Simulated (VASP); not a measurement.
Wanted: the native input for a VASP 6.6.1 run.

```yaml
Task: single point
Functional: PBEsol
Potentials_or_basis: VASP PAW PBE potentials, release 64 (In_d)
Cutoff: 520 eV
k_mesh: 20 × 20 × 20
Occupations: gaussian, width 0.15 eV
Spin: no spin polarisation
Dipole_correction: no
Further_INCAR_settings: ALGO = Fast; EDIFF = 1e-07; NBANDS = 12
```

The structure of In lies in POSCAR:

```
In
1.0
   -1.9083164619      1.9083164619      1.8319838034
    1.9083164619     -1.9083164619      1.8319838034
    1.9083164619      1.9083164619     -1.8319838034
In
1
Direct
    0.0000000000      0.0000000000      0.0000000000
```

This cell differs from its parent crystal: ratio of the length along z to the lengths across it x 0.96, volume and fractional coordinates fixed.

The input as run:

INCAR

```
SYSTEM = In
PREC     = Accurate       ! precision mode
ENCUT    = 520            ! plane-wave cutoff, eV
EDIFF    = 1E-7           ! SCF threshold, eV
ISMEAR   = 0              ! smearing method
SIGMA    = 0.15           ! smearing width, eV
LREAL    = .False.        ! projectors in reciprocal space
LASPH    = .True.         ! aspherical terms in the spheres
NELM     = 80             ! most SCF steps
ALGO     = Fast           ! electronic algorithm
ISIF     = 2              ! what is computed and relaxed
LWAVE    = .False.        ! write WAVECAR
LCHARG   = .False.        ! write CHGCAR
GGA      = PS             ! functional
NBANDS   = 12             ! bands
```

KPOINTS

```
Automatic mesh
0
Gamma
  20 20 20
  0 0 0
```

Potentials or basis: VASP PAW PBE potentials, release 64 (In_d).

Command:

```console
$ cat potpaw_PBE.64/In_d/POTCAR > POTCAR
$ mpirun -np 1 vasp_std > vasp.out
```

It gave:

```
Pressure : -1.3 GPa
```

Caveat: the PAW data sets were made with another functional, which shifts forces and pressure a little.

It took 120 s on 1 thread of Intel(R) Xeon(R) Platinum 8488C (Sapphire Rapids), with other jobs on the host, peak memory 0.3 GiB.
